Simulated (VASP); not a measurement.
Input of a VASP 6.6.1 run:

INCAR

```
  PREC = Accurate
  ENCUT = 520
  EDIFF = 1E-6
  ISMEAR = 0
  SIGMA = 0.05
  LREAL = F
  LASPH = T
  NELM = 80
  ALGO = Normal
  ISIF = 2
  LWAVE = F
  LCHARG = F
  GGA = PS
  NBANDS = 18
```

File KPOINTS:

```
regular mesh
0
Gamma
  12 12 8
```

The input POSCAR:

```
PtS2
1.0
    3.6317794627      0.0000000000      0.0000000000
   -1.8158897313      3.1452132756      0.0000000000
    0.0000000000      0.0000000000      5.0388000000
Pt S
1 2
Direct
    0.0000000000      0.0000000000      0.0000000000
    0.3333333333      0.6666666667      0.2500000000
    0.6666666667      0.3333333333      0.7500000000
```

Potentials or basis: VASP PAW PBE potentials, release 64 (Pt, S).

Command:

```sh
$ cat potpaw_PBE.64/Pt/POTCAR potpaw_PBE.64/S/POTCAR > POTCAR
$ mpirun -np 1 vasp_std > vasp.out
```

(1) Predict the band gap on the k mesh.

(2) Estimate the pressure.

Answers

(1) 0.34 eV, indirect (least direct gap 0.64 eV).

(2) -9.7 GPa.

Caveat: the cell differs from its parent crystal (strain +0.025 along x and y, +0.000 along z); the PAW data sets were made with another functional, which shifts forces and pressure a little; spin-orbit coupling is left out, which moves the levels of the heavy elements.
